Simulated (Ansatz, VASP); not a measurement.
## Cu in VASP and in Ansatz

Contents of INCAR:

```
SYSTEM = Cu
  PREC = Accurate
  ENCUT = 520
  EDIFF = 1E-7
  ISMEAR = 0
  SIGMA = 0.15
  LREAL = .FALSE.
  LASPH = .TRUE.
  NELM = 80
  ALGO = Normal
  ISIF = 2
  LWAVE = .FALSE.
  LCHARG = .FALSE.
  GGA = CA
  NBANDS = 12
```

File KPOINTS:

```
Automatic mesh
0
G
  24 24 24
  0 0 0
```

POSCAR

```
Cu
1.0
   -1.3619726252      1.3619726252      1.4435547854
    1.3619726252     -1.3619726252      1.4435547854
    1.3619726252      1.3619726252     -1.4435547854
Cu
1
Direct
    0.0000000000      0.0000000000      0.0000000000
```

Input for Ansatz:

```yaml
crystal:
  lattice:
    - [-1.3619726252, 1.3619726252, 1.4435547854]
    - [1.3619726252, -1.3619726252, 1.4435547854]
    - [1.3619726252, 1.3619726252, -1.4435547854]
  atoms:
    - { symbol: Cu, position: [0.0, 0.0, 0.0] }
basis:
  ecutwfc: 520.0
kpoints:
  mp_grid: { grid: [24, 24, 24] }
hamiltonian:
  xc: lda
  pseudopotentials: { kind: paw, azcp: { folder: soft_1 } }
scf:
  occupations: { method: gaussian, width: 0.15 }
output:
  forces: true
  stress: true
  eigenvalues: true
  write_density: true
  write_potential: true
  elf: true
  volumetric_format: npy
```

Alike in both runs: task single point; functional LDA; k mesh 24 × 24 × 24; occupations gaussian, width 0.15 eV; no spin polarisation.

|  | VASP | Ansatz |
| --- | --- | --- |
| version | VASP 6.6.1 | Ansatz 0.2.0 |
| potentials or method | VASP PAW LDA potentials, release 64 (Cu), cutoff 520 eV | scalar-relativistic, plane waves, PAW |
| valence electrons in the cell | 11 | 19 |

VASP gave:

- gap on the k mesh at the Fermi level (eV): none
- pressure (GPa): 4.8
- traceless stress, the component that is largest in VASP (GPa): 0.77

Q: Which values does Ansatz return?

A: gap on the k mesh at the Fermi level (eV): none; pressure (GPa): 3.9; traceless stress, the component that is largest in VASP (GPa): 0.76.

Ansatz warns that its potentials were made for another functional, while VASP's fit it. LDA's correlation is that of Perdew and Zunger in VASP and of Perdew and Wang (1992) in Ansatz. A gap of «none» marks a metal or a gap that the smearing closes. VASP's potentials hold 11 valence electrons a cell and Ansatz's 19, so a difference there can come from the potentials and not from the codes.
